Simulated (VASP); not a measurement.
# Si: single point with PBE

Si:

```
CELL_PARAMETERS angstrom
0.00000 2.73483 2.73483
2.73483 0.00000 2.73483
2.73483 2.73483 0.00000
ATOMIC_POSITIONS crystal
Si 0.00000 0.00000 0.00000
Si 0.25000 0.25000 0.25000
```

| Quantity | Value |
| --- | --- |
| Program | VASP 6.6.1 |
| Task | single point |
| Functional | PBE |
| Potentials or basis | VASP PAW PBE potentials, release 64 (Si) |
| Cutoff | 500 eV |
| k mesh | 10 × 10 × 10 |
| Occupations | gaussian, width 0.02 eV |
| Spin | no spin polarisation |
| Dipole correction | no |
| Further INCAR settings | ALGO = Normal; EDIFF = 1e-06; NBANDS = 11 |

| Property | Result |
| --- | --- |
| Pressure | 0.0 GPa |
| Band gap on the k mesh | 0.62 eV, indirect (least direct gap 2.56 eV) |

Levels at points of the mesh, in eV from the valence-band top:
```
           k point  band 1  band 2  band 3  band 4  band 5  band 6  band 7  band 8
(0.00, 0.00, 0.00)  -11.81    0.00    0.00    0.00    2.56    2.56    2.56    3.13
(0.50, 0.00, 0.00)   -9.53   -6.87   -1.18   -1.18    1.46    3.35    3.35    7.70
(0.50, 0.50, 0.00)   -7.74   -7.74   -2.79   -2.79    0.75    0.75    9.93    9.93
```

Run time: 23 s on 1 thread of Intel Xeon 8259CL (shared host), peak memory 0.15 GiB.

A k mesh can miss the band edges. PBE gaps usually lie below the measured ones, often by a third to a half.
